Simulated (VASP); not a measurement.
# MgO (P6_3/mmc) in VASP: further runs, part 2 of 3

VASP 6.6.1.

### 3 Single point, PBEsol

This run uses another cell than the first one, of 11.54 Å³/atom, 1.024 times its volume.

The input, INCAR:

```
ALGO = Normal ; EDIFF = 1E-6
ENCUT = 520 ; GGA = PS
ISIF = 2 ; ISMEAR = 0
LASPH = True ; LCHARG = False
LREAL = False ; LWAVE = False
NBANDS = 16 ; NELM = 100
PREC = Accurate ; SIGMA = 0.01
```

The input, KPOINTS:

```
k-points
0
Gamma
  6 6 6
```

The input, POSCAR:

```
MgO
1.0
    3.5435439305      0.0000000000      0.0000000000
   -1.7717719652      3.0687953562      0.0000000000
    0.0000000000      0.0000000000      4.2465446346
Mg O
2 2
Direct
    0.6666666667      0.3333333333      0.7500000000
    0.3333333333      0.6666666667      0.2500000000
    0.6666666667      0.3333333333      0.2500000000
    0.3333333333      0.6666666667      0.7500000000
```

Potentials or basis: VASP PAW PBE potentials, release 64 (Mg, O).

Run with:

```bash
$ cat potpaw_PBE.64/Mg/POTCAR potpaw_PBE.64/O/POTCAR > POTCAR
$ mpirun -np 1 vasp_std > vasp.out
```

OUTCAR:

```text
EDIFF = 1E-6
   ENCUT = 520
   GGA = PS
   ISIF = 2
   ISMEAR = 0
   LASPH = True
   LREAL = False
   NELM = 100
   PREC = Accurate

 ion  position               nearest neighbor table
   1  0.667  0.333  0.750-   4 2.05   4 2.05   4 2.05   3 2.12   3 2.12   2 2.95   2 2.95   2 2.95
                             2 2.95   2 2.95   2 2.95
   2  0.333  0.667  0.250-   3 2.05   3 2.05   3 2.05   4 2.12   4 2.12   1 2.95   1 2.95   1 2.95
                             1 2.95   1 2.95   1 2.95
   3  0.667  0.333  0.250-   2 2.05   2 2.05   2 2.05   1 2.12   1 2.12
   4  0.333  0.667  0.750-   1 2.05   1 2.05   1 2.05   2 2.12   2 2.12

  LATTYP: Found a hexagonal cell.
 ALAT       =     3.5435439305
 C/A-ratio  =     1.1983891601

  Lattice vectors:

 A1 = (   3.5435439305,   0.0000000000,   0.0000000000)
 A2 = (  -1.7717719652,   3.0687953562,   0.0000000000)
 A3 = (   0.0000000000,   0.0000000000,   4.2465446346)

Analysis of symmetry for initial positions (statically):
=====================================================================
 Subroutine PRICEL returns:
 Original cell was already a primitive cell.

 Routine SETGRP: Setting up the symmetry group for a
 hexagonal supercell.

 Subroutine GETGRP returns: Found 24 space group operations
 (whereof 12 operations were pure point group operations)
 out of a pool of 24 trial point group operations.

The static configuration has the point symmetry D_3d.
 The point group associated with its full space group is D_6h.

Analysis of symmetry for dynamics (positions and initial velocities):
=====================================================================
 Subroutine PRICEL returns:
 Original cell was already a primitive cell.

 Routine SETGRP: Setting up the symmetry group for a
 hexagonal supercell.

 Subroutine GETGRP returns: Found 24 space group operations
 (whereof 12 operations were pure point group operations)
 out of a pool of 24 trial point group operations.

The dynamic configuration has the point symmetry D_3d.
 The point group associated with its full space group is D_6h.

 Subroutine INISYM returns: Found 24 space group operations
 (whereof 12 operations are pure point group operations),
 and found     1 'primitive' translations

----------------------------------------------------------------------------------------

                                     Primitive cell

  volume of cell :      46.1787

  direct lattice vectors                    reciprocal lattice vectors
     3.543543930  0.000000000  0.000000000     0.282203359  0.162930382  0.000000000
    -1.771771965  3.068795356  0.000000000     0.000000000  0.325860764  0.000000000
     0.000000000  0.000000000  4.246544635     0.000000000  0.000000000  0.235485574

  length of vectors
     3.543543930  3.543540720  4.246544635     0.325860469  0.325860764  0.235485574

  position of ions in fractional coordinates (direct lattice)
     0.666666667  0.333333333  0.750000000
     0.333333333  0.666666667  0.250000000
     0.666666667  0.333333333  0.250000000
     0.333333333  0.666666667  0.750000000

  ion indices of the primitive-cell ions
   primitive index   ion index
[... 22 lines left out ...]

  Shift w.r.t. Gamma in fractional coordinates (k-lattice)
     0.000000000  0.000000000  0.000000000

 Subroutine IBZKPT returns following result:
 ===========================================

 Found     28 irreducible k-points:

 Following reciprocal coordinates:
            Coordinates               Weight
  0.000000  0.000000  0.000000      1.000000
  0.166667  0.000000  0.000000      6.000000
  0.333333  0.000000  0.000000      6.000000
  0.500000 -0.000000  0.000000      3.000000
  0.166667  0.166667  0.000000      6.000000
  0.333333  0.166667  0.000000     12.000000
[... 16 lines left out ...]
  0.166667  0.000000  0.500000      6.000000
  0.333333  0.000000  0.500000      6.000000
 [... further k-points ...]
   k-points           NKPTS =     28   k-points in BZ     NKDIM =     28   number of bands    NBANDS=     16
   number of dos      NEDOS =    301   number of ions     NIONS =      4
   total plane-waves  NPLWV =  25088
   dimension x,y,z NGX =    28 NGY =   28 NGZ =   32
   dimension x,y,z NGXF=    56 NGYF=   56 NGZF=   64
   ions per type =               2   2
   NGX,Y,Z   is equivalent  to a cutoff of  13.14, 13.14, 12.53 a.u.
   NGXF,Y,Z  is equivalent  to a cutoff of  26.27, 26.27, 25.06 a.u.
 SYSTEM =  unknown system
   PREC   = accura    normal or accurate (medium, high low for compatibility)
   ISTART =      0    job   : 0-new  1-cont  2-samecut
   ICHARG =      2    charge: 1-file 2-atom 10-const
   ISPIN  =      1    spin polarized calculation?
   LNONCOLLINEAR =      F non collinear calculations
   LSORBIT =      F    spin-orbit coupling
   LASPH  =      T    aspherical Exc in radial PAW
   ENCUT  =  520.0 eV  38.22 Ry    6.18 a.u.   6.59  6.59  7.90*2*pi/ulx,y,z
   NELM   =    100;   NELMIN=  2; NELMDL= -5     # of ELM steps
   EDIFF  = 0.1E-05   stopping-criterion for ELM
   LREAL  =      F    real-space projection
   EDIFFG = 0.1E-04   stopping-criterion for IOM
   NSW    =      0    number of steps for IOM
   IBRION =     -1    ionic relax: 0-MD 1-quasi-New 2-CG
   NFREE  =      0    steps in history (QN), initial steepest desc. (CG)
   ISIF   =      2    stress and relaxation
   ISYM   =      2    0-nonsym 1-usesym 2-fastsym
   POTIM  = 0.5000    time-step for ionic-motion
   TEBEG  =    0.0;   TEEND  =   0.0 temperature during run
   PSTRESS=    0.0 pullay stress
   NELECT =      16.0000    total number of electrons
   NUPDOWN=      -1.0000    fix difference up-down
   EMIN   =  10.00;   EMAX   =-10.00  energy-range for DOS
   EFERMI =   0.00;   METHOD = LEGACY
   ISMEAR =     0;   SIGMA  =   0.01  broadening in eV -4-tet -1-fermi 0-gaus
   EFERMI_NEDOS =   21; number of points for ismear=-14 and -15
   IALGO  =     38    algorithm
   IMIX   =      4    mixing-type and parameters
     AMIX     =   0.40;   BMIX     =  1.00
     AMIX_MAG =   1.60;   BMIX_MAG =  1.00
  volume/ion in A,a.u.               =      11.54        77.91
  Fermi-wavevector in a.u.,A,eV,Ry     =   1.149832  2.172867 17.988444  1.322113
  Thomas-Fermi vector in A             =   2.286499
   LORBIT       =      0    0 simple, 1 ext, 2 COOP (PROOUT), +10 PAW based schemes
   GGA     = PS    functional components
   LHFCALC =     F    Hartree Fock is set to
   AEXX    =    0.0000 exact exchange contribution
   IVDW    =     0    specifies the selected vdW correction
   LEPSILON=     F    determine dielectric tensor
   LRPA    =     F    only Hartree local field effects (RPA)
 non-spin polarized calculation
 Gauss-broadening in eV      SIGMA  =   0.01
  energy-cutoff  :      520.00
  volume of cell :       46.18
 maximum number of plane-waves:      1276
 NGX is ok and might be reduce to    28
   NGX = 13   NGY = 13   NGZ = 15

 number of electron      15.9999991 magnetization

 Free energy of the ion-electron system (eV)
  ---------------------------------------------------
  ext. energy  EPLUGINS =         0.00000000
  ---------------------------------------------------
  free energy    TOTEN  =       -24.72789522 eV

  energy without entropy =      -24.72789522  energy(sigma->0) =      -24.72789522

 E-fermi :   1.6466     XC(G=0): -10.0948

 val. band max:        1.5691610898   @ k =   0.0000   0.0000   0.0000
 cond. band min:       4.6423165893   @ k =   0.0000   0.0000   0.0000
 fundamental gap:      3.0731554996
 Fermi energy:         1.6465713114

 k-point     1 :       0.0000    0.0000    0.0000
  band No.  band energies     occupation
      1     -15.0872      2.00000
      2     -13.7806      2.00000
      3      -1.9503      2.00000
      4      -0.0920      2.00000
      5      -0.0920      2.00000
      6       0.8188      2.00000
[... 433 lines left out ...]
      3      -1.9113      2.00000
      4      -1.9113      2.00000
      5       0.1559      2.00000
      6       0.1559      2.00000
[... 8 lines left out ...]
     15      15.8627      0.00000
     16      15.8627      0.00000

 [... further k-points ...]
[... 5 lines left out ...]
  --------------------------------------------------------------------------------------
  -------------------------------------------------------------------------------------
  Total       -1.4996362     -1.4996325     -1.5509069     -0.0000000     -0.0000000      0.0000000
  in kB      -52.0301460    -52.0300203    -53.8089950     -0.0000000     -0.0000000      0.0000000
  external PRESSURE =     -52.6230538 kB  Pullay stress =       0.0000000 kB

 VOLUME and BASIS-vectors are now :
 -----------------------------------------------------------------------------
  energy-cutoff  :      520.00
  volume of cell :       46.18
      direct lattice vectors                 reciprocal lattice vectors
     3.543543930  0.000000000  0.000000000     0.282203359  0.162930382  0.000000000
    -1.771771965  3.068795356  0.000000000     0.000000000  0.325860764  0.000000000
     0.000000000  0.000000000  4.246544635     0.000000000  0.000000000  0.235485574

 POSITION                                       TOTAL-FORCE (eV/Angst)
 -----------------------------------------------------------------------------------
      1.77177      1.02293      3.18491         0.000000      0.000000      0.000000
     -0.00000      2.04586      1.06164         0.000000     -0.000000      0.000000
      1.77177      1.02293      1.06164         0.000000     -0.000000      0.000000
     -0.00000      2.04586      3.18491        -0.000000      0.000000     -0.000000
 -----------------------------------------------------------------------------------
    total drift:                               -0.000000      0.000000     -0.000000

  FREE ENERGIE OF THE ION-ELECTRON SYSTEM (eV)
  ---------------------------------------------------
  free  energy   TOTEN  =       -24.7278952238 eV

  energy  without entropy=      -24.7278952238  energy(sigma->0) =      -24.72789522
```

OSZICAR:

```text
N       E                     dE             d eps       ncg     rms          rms(c)
DAV:   1     0.573469817357E+02    0.57347E+02   -0.74370E+03   896   0.881E+02
DAV:   2    -0.244118836714E+02   -0.81759E+02   -0.75872E+02  1264   0.194E+02
DAV:   3    -0.282846222680E+02   -0.38727E+01   -0.38654E+01   992   0.429E+01
DAV:   4    -0.283013051403E+02   -0.16683E-01   -0.16682E-01  1128   0.327E+00
DAV:   5    -0.283013934554E+02   -0.88315E-04   -0.88315E-04   984   0.225E-01    0.104E+01
DAV:   6    -0.248468506122E+02    0.34545E+01   -0.91779E+00   936   0.232E+01    0.363E+00
DAV:   7    -0.247676824351E+02    0.79168E-01   -0.15524E-01   904   0.321E+00    0.208E+00
DAV:   8    -0.247301921326E+02    0.37490E-01   -0.10094E-01   952   0.329E+00    0.526E-01
DAV:   9    -0.247273756463E+02    0.28165E-02   -0.74614E-03  1080   0.758E-01    0.111E-01
DAV:  10    -0.247278897119E+02   -0.51407E-03   -0.38266E-04   912   0.160E-01    0.206E-02
DAV:  11    -0.247278975242E+02   -0.78123E-05   -0.16297E-05  1008   0.294E-02    0.182E-02
DAV:  12    -0.247278958668E+02    0.16573E-05   -0.35085E-06   928   0.153E-02    0.681E-03
DAV:  13    -0.247278952238E+02    0.64305E-06   -0.16131E-06   616   0.103E-02
   1 F= -.24727895E+02 E0= -.24727895E+02  d E =-.246921E-30
```

stdout:

```text
POSCAR found type information on POSCAR MgO
 POSCAR found :  2 types and       4 ions
 scaLAPACK will be used
 -----------------------------------------------------------------------------
|                                                                             |
|                                                                             |
|     You enforced a specific xc type in the INCAR file but a different       |
|     I HOPE YOU KNOW WHAT YOU ARE DOING!                                     |
|                                                                             |
 -----------------------------------------------------------------------------

 LDA part: xc-table for (Slater+PW92), standard interpolation
 POSCAR, INCAR and KPOINTS ok, starting setup
 FFT: planning ... GRIDC
 FFT: planning ... GRID_SOFT
 FFT: planning ... GRID
 WAVECAR not read
 entering main loop
```

Run time: 37 s. Hardware: 1 thread of Intel Xeon 8259CL, shared host; peak memory 0.17 GiB.

What came out:

```
Free energy            : -24.7279 eV
Pressure               : -5.3 GPa
Band gap on the k mesh : 3.07 eV, direct
```

Levels at points of the mesh, in eV from the valence-band top:
```csv
k point,band 5,band 6,band 7,band 8,band 9,band 10,band 11,band 12
"(0.00, 0.00, 0.00)",-1.66,-0.75,-0.75,0.00,3.07,9.00,11.72,12.09
"(0.50, 0.00, 0.00)",-2.25,-1.91,-1.25,-0.50,6.70,8.52,9.54,11.48
"(0.00, 0.00, 0.50)",-1.22,-1.22,-1.22,-1.22,6.09,6.09,12.45,12.45
"(0.50, 0.00, 0.50)",-1.47,-1.47,-0.77,-0.77,7.00,7.00,11.35,11.35
```

Caveat: the PAW data sets were made with another functional, which shifts forces and pressure a little.

### 4 Single point, PBEsol

This run uses another cell than the first one, of 11.82 Å³/atom, 1.049 times its volume.

The input, INCAR:

```
SYSTEM = MgO
PREC     = Accurate       ! precision mode
ENCUT    = 520            ! plane-wave cutoff, eV
EDIFF    = 1E-6           ! SCF threshold, eV
ISMEAR   = 0              ! smearing method
SIGMA    = 0.01           ! smearing width, eV
LREAL    = .False.        ! projectors in reciprocal space
LASPH    = .True.         ! aspherical terms in the spheres
NELM     = 80             ! most SCF steps
ALGO     = Normal         ! electronic algorithm
ISIF     = 2              ! what is computed and relaxed
LWAVE    = .False.        ! write WAVECAR
LCHARG   = .False.        ! write CHGCAR
GGA      = PS             ! functional
NBANDS   = 16             ! bands
```

The input, KPOINTS:

```
Automatic mesh
0
Gamma
  6 6 6
  0 0 0
```

The input, POSCAR:

```
MgO
1.0
    3.5714470000      0.0000000000      0.0000000000
   -1.7857235000      3.0929600941      0.0000000000
    0.0000000000      0.0000000000      4.2799833707
Mg O
2 2
Direct
    0.6666666667      0.3333333333      0.7500000000
    0.3333333333      0.6666666667      0.2500000000
    0.6666666667      0.3333333333      0.2500000000
    0.3333333333      0.6666666667      0.7500000000
```

Potentials or basis: VASP PAW PBE potentials, release 64 (Mg, O).

Run with:

```bash
$ cat potpaw_PBE.64/Mg/POTCAR potpaw_PBE.64/O/POTCAR > POTCAR
$ mpirun -np 1 vasp_std > vasp.out
```

OUTCAR:

```text
SYSTEM = MgO
   PREC = Accurate
   ENCUT = 520
   EDIFF = 1E-6
   ISMEAR = 0
   LREAL = .False.
   LASPH = .True.
   NELM = 80
   ISIF = 2
   GGA = PS

 ion  position               nearest neighbor table
   1  0.667  0.333  0.750-   4 2.06   4 2.06   4 2.06   3 2.14   3 2.14   2 2.97   2 2.97   2 2.97
                             2 2.97   2 2.97   2 2.97
   2  0.333  0.667  0.250-   3 2.06   3 2.06   3 2.06   4 2.14   4 2.14   1 2.97   1 2.97   1 2.97
                             1 2.97   1 2.97   1 2.97
   3  0.667  0.333  0.250-   2 2.06   2 2.06   2 2.06   1 2.14   1 2.14
   4  0.333  0.667  0.750-   1 2.06   1 2.06   1 2.06   2 2.14   2 2.14

[... 661 lines left out ...]
  -------------------------------------------------------------------------------------
  Total       -2.2490138     -2.2490084     -2.3577874      0.0000000      0.0000000      0.0000000
  in kB      -76.2152882    -76.2151041    -79.9014428      0.0000000      0.0000000      0.0000000
  external PRESSURE =     -77.4439450 kB  Pullay stress =       0.0000000 kB

 VOLUME and BASIS-vectors are now :
 -----------------------------------------------------------------------------
  energy-cutoff  :      520.00
  volume of cell :       47.28
      direct lattice vectors                 reciprocal lattice vectors
     3.571447000  0.000000000  0.000000000     0.279998555  0.161657436  0.000000000
    -1.785723500  3.092960094  0.000000000     0.000000000  0.323314873  0.000000000
     0.000000000  0.000000000  4.279983371     0.000000000  0.000000000  0.233645768

 POSITION                                       TOTAL-FORCE (eV/Angst)
 -----------------------------------------------------------------------------------
      1.78572      1.03099      3.20999         0.000000      0.000000      0.000000
     -0.00000      2.06197      1.07000        -0.000000      0.000000      0.000000
      1.78572      1.03099      1.07000         0.000000     -0.000000      0.000000
     -0.00000      2.06197      3.20999        -0.000000      0.000000     -0.000000
 -----------------------------------------------------------------------------------
    total drift:                               -0.000000      0.000000     -0.000000

  FREE ENERGIE OF THE ION-ELECTRON SYSTEM (eV)
  ---------------------------------------------------
  free  energy   TOTEN  =       -24.6841551386 eV

  energy  without entropy=      -24.6841551386  energy(sigma->0) =      -24.68415514
```

stdout:

```text
POSCAR found type information on POSCAR MgO
 POSCAR found :  2 types and       4 ions
 scaLAPACK will be used
 -----------------------------------------------------------------------------
|                                                                             |
|                                                                             |
|     You enforced a specific xc type in the INCAR file but a different       |
|     I HOPE YOU KNOW WHAT YOU ARE DOING!                                     |
|                                                                             |
 -----------------------------------------------------------------------------

 LDA part: xc-table for (Slater+PW92), standard interpolation
 POSCAR, INCAR and KPOINTS ok, starting setup
 FFT: planning ... GRIDC
 FFT: planning ... GRID_SOFT
 FFT: planning ... GRID
 WAVECAR not read
 entering main loop
```

Wall time 39 s (1 thread of Intel Xeon 8259CL, shared host); peak memory 0.17 GiB.

Results:

```yaml
Free_energy: -24.6842 eV
Pressure: -7.7 GPa
Band_gap_on_the_k_mesh: 2.96 eV, direct
```

Caveat: the PAW data sets were made with another functional, which shifts forces and pressure a little.

[end of part 2 of 3]
